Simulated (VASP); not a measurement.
# F (Fm-3m) in VASP: further runs

F is run at these levels: PBE; tasks: single point.

Program: VASP 6.6.1. These are calculated values, not measurements. Logs are shortened: lines on timing, memory, paths and dates and some standing lists are left out, and cuts for length are marked.

**1. The cell of the first run**

The structure is cubic, space group Fm-3m (No. 225). Conventional cell: a = 3.178 Å, b = 3.178 Å, c = 3.178 Å, α = 90.00°, β = 90.00°, γ = 90.00°. F (site symmetry m-3m) has 12 F at 2.25 Å within 3.0 Å.

**2. Single point, PBE (volume scaled by 0.78)**

The input, INCAR:

```
PREC = Accurate
ENCUT = 520
EDIFF = 1E-6
ISMEAR = -1
SIGMA = 0.1
LREAL = F
LASPH = T
NELM = 80
ALGO = Normal
ISIF = 2
LWAVE = F
LCHARG = F
GGA = PE
NBANDS = 10
```

The input, KPOINTS:

```
regular mesh
0
Gamma
  17 17 17
```

The input, POSCAR:

```
F
1.0
    0.0000000000      1.5888543361      1.5888543361
    1.5888543361      0.0000000000      1.5888543361
    1.5888543361      1.5888543361      0.0000000000
F
1
Direct
    0.0000000000      0.0000000000      0.0000000000
```

Potentials or basis: VASP PAW PBE potentials, release 64 (F).

Command:

```
cat potpaw_PBE.64/F/POTCAR > POTCAR
mpirun -np 1 vasp_std > vasp.out
```

OUTCAR:

```text
PREC = Accurate
   ENCUT = 520
   EDIFF = 1E-6
   ISMEAR = -1
   LREAL = F
   LASPH = T
   NELM = 80
   ISIF = 2
   GGA = PE

 ion  position               nearest neighbor table
   1  0.000  0.000  0.000-

  LATTYP: Found a face centered cubic cell.
 ALAT       =     3.1777086722

  Lattice vectors:

 A1 = (   0.0000000000,   1.5888543361,   1.5888543361)
 A2 = (   1.5888543361,   0.0000000000,   1.5888543361)
 A3 = (   1.5888543361,   1.5888543361,   0.0000000000)

Analysis of symmetry for initial positions (statically):
=====================================================================
 Subroutine PRICEL returns:
 Original cell was already a primitive cell.

 Routine SETGRP: Setting up the symmetry group for a
 face centered cubic supercell.

 Subroutine GETGRP returns: Found 48 space group operations
 (whereof 48 operations were pure point group operations)
 out of a pool of 48 trial point group operations.

The static configuration has the point symmetry O_h .

Analysis of symmetry for dynamics (positions and initial velocities):
=====================================================================
 Subroutine PRICEL returns:
 Original cell was already a primitive cell.

 Routine SETGRP: Setting up the symmetry group for a
 face centered cubic supercell.

 Subroutine GETGRP returns: Found 48 space group operations
 (whereof 48 operations were pure point group operations)
 out of a pool of 48 trial point group operations.

The dynamic configuration has the point symmetry O_h .

 Subroutine INISYM returns: Found 48 space group operations
 (whereof 48 operations are pure point group operations),
 and found     1 'primitive' translations

----------------------------------------------------------------------------------------

                                     Primitive cell

  volume of cell :       8.0220

  direct lattice vectors                    reciprocal lattice vectors
     0.000000000  1.588854336  1.588854336    -0.314692158  0.314692158  0.314692158
     1.588854336  0.000000000  1.588854336     0.314692158 -0.314692158  0.314692158
     1.588854336  1.588854336  0.000000000     0.314692158  0.314692158 -0.314692158

  length of vectors
     2.246979351  2.246979351  2.246979351     0.545062807  0.545062807  0.545062807

  position of ions in fractional coordinates (direct lattice)
     0.000000000  0.000000000  0.000000000

  ion indices of the primitive-cell ions
   primitive index   ion index
                 1           1

----------------------------------------------------------------------------------------

 KPOINTS: regular mesh

Automatic generation of k-mesh.
 Grid dimensions read from file:
 generate k-points for:   17   17   17

 Generating k-lattice:

  Cartesian coordinates                     Fractional coordinates (reciprocal lattice)
    -0.018511303  0.018511303  0.018511303     0.058823529  0.000000000  0.000000000
     0.018511303 -0.018511303  0.018511303     0.000000000  0.058823529  0.000000000
     0.018511303  0.018511303 -0.018511303     0.000000000  0.000000000  0.058823529

  Length of vectors
     0.032062518  0.032062518  0.032062518

  Shift w.r.t. Gamma in fractional coordinates (k-lattice)
     0.000000000  0.000000000  0.000000000

 Subroutine IBZKPT returns following result:
 ===========================================

 Found    165 irreducible k-points:

 Following reciprocal coordinates:
            Coordinates               Weight
  0.000000  0.000000  0.000000      1.000000
  0.058824  0.000000  0.000000      8.000000
  0.117647  0.000000  0.000000      8.000000
  0.176471  0.000000  0.000000      8.000000
  0.235294  0.000000  0.000000      8.000000
  0.294118  0.000000  0.000000      8.000000
[... 16 lines left out ...]
 -0.176471  0.058824  0.000000     24.000000
 -0.117647  0.058824  0.000000     24.000000
 [... further k-points ...]
   k-points           NKPTS =    165   k-points in BZ     NKDIM =    165   number of bands    NBANDS=     10
   number of dos      NEDOS =    301   number of ions     NIONS =      1
   total plane-waves  NPLWV =   5832
   dimension x,y,z NGX =    18 NGY =   18 NGZ =   18
   dimension x,y,z NGXF=    36 NGYF=   36 NGZF=   36
   ions per type =               1
   NGX,Y,Z   is equivalent  to a cutoff of  13.32, 13.32, 13.32 a.u.
   NGXF,Y,Z  is equivalent  to a cutoff of  26.64, 26.64, 26.64 a.u.
 SYSTEM =  unknown system
   PREC   = accura    normal or accurate (medium, high low for compatibility)
   ISTART =      0    job   : 0-new  1-cont  2-samecut
   ICHARG =      2    charge: 1-file 2-atom 10-const
   ISPIN  =      1    spin polarized calculation?
   LNONCOLLINEAR =      F non collinear calculations
   LSORBIT =      F    spin-orbit coupling
   LASPH  =      T    aspherical Exc in radial PAW
   ENCUT  =  520.0 eV  38.22 Ry    6.18 a.u.   4.18  4.18  4.18*2*pi/ulx,y,z
   NELM   =     80;   NELMIN=  2; NELMDL= -5     # of ELM steps
   EDIFF  = 0.1E-05   stopping-criterion for ELM
   LREAL  =      F    real-space projection
   EDIFFG = 0.1E-04   stopping-criterion for IOM
   NSW    =      0    number of steps for IOM
   IBRION =     -1    ionic relax: 0-MD 1-quasi-New 2-CG
   NFREE  =      0    steps in history (QN), initial steepest desc. (CG)
   ISIF   =      2    stress and relaxation
   ISYM   =      2    0-nonsym 1-usesym 2-fastsym
   POTIM  = 0.5000    time-step for ionic-motion
   TEBEG  =    0.0;   TEEND  =   0.0 temperature during run
   PSTRESS=    0.0 pullay stress
   NELECT =       7.0000    total number of electrons
   NUPDOWN=      -1.0000    fix difference up-down
   EMIN   =  10.00;   EMAX   =-10.00  energy-range for DOS
   EFERMI =   0.00;   METHOD = LEGACY
   ISMEAR =    -1;   SIGMA  =   0.10  broadening in eV -4-tet -1-fermi 0-gaus
   EFERMI_NEDOS =   21; number of points for ismear=-14 and -15
   IALGO  =     38    algorithm
   IMIX   =      4    mixing-type and parameters
     AMIX     =   0.40;   BMIX     =  1.00
     AMIX_MAG =   1.60;   BMIX_MAG =  1.00
  volume/ion in A,a.u.               =       8.02        54.14
  Fermi-wavevector in a.u.,A,eV,Ry     =   1.564396  2.956280 33.298022  2.447336
  Thomas-Fermi vector in A             =   2.667026
   LORBIT       =      0    0 simple, 1 ext, 2 COOP (PROOUT), +10 PAW based schemes
   GGA     = PE    functional components
   LHFCALC =     F    Hartree Fock is set to
   AEXX    =    0.0000 exact exchange contribution
   IVDW    =     0    specifies the selected vdW correction
   LEPSILON=     F    determine dielectric tensor
   LRPA    =     F    only Hartree local field effects (RPA)
 non-spin polarized calculation
  energy-cutoff  :      520.00
  volume of cell :        8.02
 maximum number of plane-waves:       225
 NGX is ok and might be reduce to    18
   NGX =  9   NGY =  9   NGZ =  9

 number of electron       7.0000005 magnetization

 Free energy of the ion-electron system (eV)
  ---------------------------------------------------
  ext. energy  EPLUGINS =         0.00000000
  ---------------------------------------------------
  free energy    TOTEN  =        -0.68691168 eV

  energy without entropy =       -0.62565105  energy(sigma->0) =       -0.65628137

 E-fermi :  -1.1487     XC(G=0): -11.6415

 val. band max:       -1.1513939616   @ k =   0.4706   0.1176   0.0000
 cond. band min:      -1.1456425189   @ k =  -0.2941   0.2353   0.0588
 fundamental gap:      0.0057514427
 Fermi energy:        -1.1486864259

 k-point     1 :       0.0000    0.0000    0.0000
  band No.  band energies     occupation
      1     -24.4766      2.00000
      2      -0.3780      0.00090
      3      -0.3780      0.00090
      4      -0.3780      0.00090
      5      15.0117      0.00000
      6      36.9893      0.00000
      7      36.9893      0.00000
      8      36.9893      0.00000
      9      41.5766      0.00000
     10      48.8878      0.00000

 k-point     2 :       0.0588    0.0000    0.0000
  band No.  band energies     occupation
      1     -24.4066      2.00000
      2      -0.6127      0.00936
      3      -0.3991      0.00111
      4      -0.3991      0.00111
      5      15.2284      0.00000
      6      35.5028      0.00000
      7      37.0802      0.00000
      8      37.0802      0.00000
      9      43.0985      0.00000
     10      46.7451      0.00000

 k-point     3 :       0.1176    0.0000    0.0000
  band No.  band energies     occupation
      1     -24.1953      2.00000
      2      -1.2647      1.52260
      3      -0.4578      0.00200
      4      -0.4578      0.00200
      5      15.8343      0.00000
      6      33.0852      0.00000
      7      37.2672      0.00000
      8      37.2672      0.00000
      9      44.3452      0.00000
     10      44.9683      0.00000

 k-point     4 :       0.1765    0.0000    0.0000
  band No.  band energies     occupation
      1     -23.8588      2.00000
      2      -2.2142      1.99995
      3      -0.5451      0.00477
      4      -0.5451      0.00477
      5      16.7130      0.00000
      6      30.7802      0.00000
      7      37.2761      0.00000
      8      37.2761      0.00000
      9      43.2478      0.00000
     10      44.0743      0.00000

 k-point     5 :       0.2353    0.0000    0.0000
  band No.  band energies     occupation
      1     -23.4261      2.00000
      2      -3.3202      2.00000
      3      -0.6484      0.01334
      4      -0.6483      0.01334
      5      17.7332      0.00000
      6      28.7491      0.00000
      7      36.8512      0.00000
      8      36.8512      0.00000
      9      41.9604      0.00000
     10      44.3149      0.00000

 k-point     6 :       0.2941    0.0000    0.0000
  band No.  band energies     occupation
      1     -22.9403      2.00000
      2      -4.4453      2.00000
      3      -0.7529      0.03749
      4      -0.7529      0.03749
      5      18.7869      0.00000
      6      27.0217      0.00000
      7      36.1305      0.00000
      8      36.1305      0.00000
      9      40.9834      0.00000
     10      45.5208      0.00000
[... 183 lines left out ...]
 k-point    21 :      -0.2941    0.0588    0.0000
  band No.  band energies     occupation
      1     -22.7293      2.00000
      2      -4.7751      2.00000
      3      -1.0270      0.45695
      4      -0.7238      0.02815
      5      19.2534      0.00000
      6      26.5295      0.00000
      7      34.3582      0.00000
      8      36.1460      0.00000
      9      42.4007      0.00000
     10      44.4858      0.00000

 k-point    22 :      -0.2353    0.0588    0.0000
  band No.  band energies     occupation
      1     -23.2145      2.00000
      2      -3.7039      2.00000
      3      -0.9199      0.18433
      4      -0.6115      0.00925
      5      18.2147      0.00000
      6      28.1293      0.00000
      7      35.0758      0.00000
      8      37.0673      0.00000
      9      42.8058      0.00000
     10      43.0817      0.00000

 k-point    23 :      -0.1765    0.0588    0.0000
  band No.  band energies     occupation
      1     -23.6661      2.00000
      2      -2.6151      2.00000
      3      -0.7916      0.05474
      4      -0.5102      0.00337
      5      17.1865      0.00000
      6      29.9805      0.00000
      7      35.8302      0.00000
      8      37.7982      0.00000
      9      41.9996      0.00000
     10      43.6849      0.00000

 k-point    24 :      -0.1176    0.0588    0.0000
  band No.  band energies     occupation
      1     -24.0349      2.00000
      2      -1.6441      1.98598
      3      -0.6551      0.01427
      4      -0.4342      0.00158
      5      16.2657      0.00000
      6      32.0330      0.00000
      7      36.4321      0.00000
      8      37.7980      0.00000
      9      42.6393      0.00000
     10      44.3372      0.00000

 [... further k-points ...]

------------------------ aborting loop because EDIFF is reached ----------------------------------------

  FORCE on cell =-STRESS in cart. coord.  units (eV):
  Direction    XX          YY          ZZ          XY          YZ          ZX
  --------------------------------------------------------------------------------------
  -------------------------------------------------------------------------------------
  Total        1.1128554      1.1128554      1.1128554     -0.0000000     -0.0000000      0.0000000
  in kB      222.2629397    222.2629397    222.2629397     -0.0000000     -0.0000000      0.0000000
  external PRESSURE =     222.2629397 kB  Pullay stress =       0.0000000 kB

 VOLUME and BASIS-vectors are now :
 -----------------------------------------------------------------------------
  energy-cutoff  :      520.00
  volume of cell :        8.02
      direct lattice vectors                 reciprocal lattice vectors
     0.000000000  1.588854336  1.588854336    -0.314692158  0.314692158  0.314692158
     1.588854336  0.000000000  1.588854336     0.314692158 -0.314692158  0.314692158
     1.588854336  1.588854336  0.000000000     0.314692158  0.314692158 -0.314692158

 POSITION                                       TOTAL-FORCE (eV/Angst)
 -----------------------------------------------------------------------------------
      0.00000      0.00000      0.00000         0.000000     -0.000000      0.000000
 -----------------------------------------------------------------------------------
    total drift:                                0.000000      0.000000      0.000000

  FREE ENERGIE OF THE ION-ELECTRON SYSTEM (eV)
  ---------------------------------------------------
  free  energy   TOTEN  =        -0.6869116761 eV

  energy  without entropy=       -0.6256510546  energy(sigma->0) =       -0.65628137
```

It took 7.8 s on 1 thread of Intel Xeon 6975P-C, shared host; peak memory 0.12 GiB.

Results:

| Property | Result |
| --- | --- |
| Free energy | -0.6869 eV |
| Pressure | 22.2 GPa |

Caveat: an odd number of electrons without spin polarisation forces a metal; a magnetic or distorted state may lie lower.

[end of part 1 of 2]
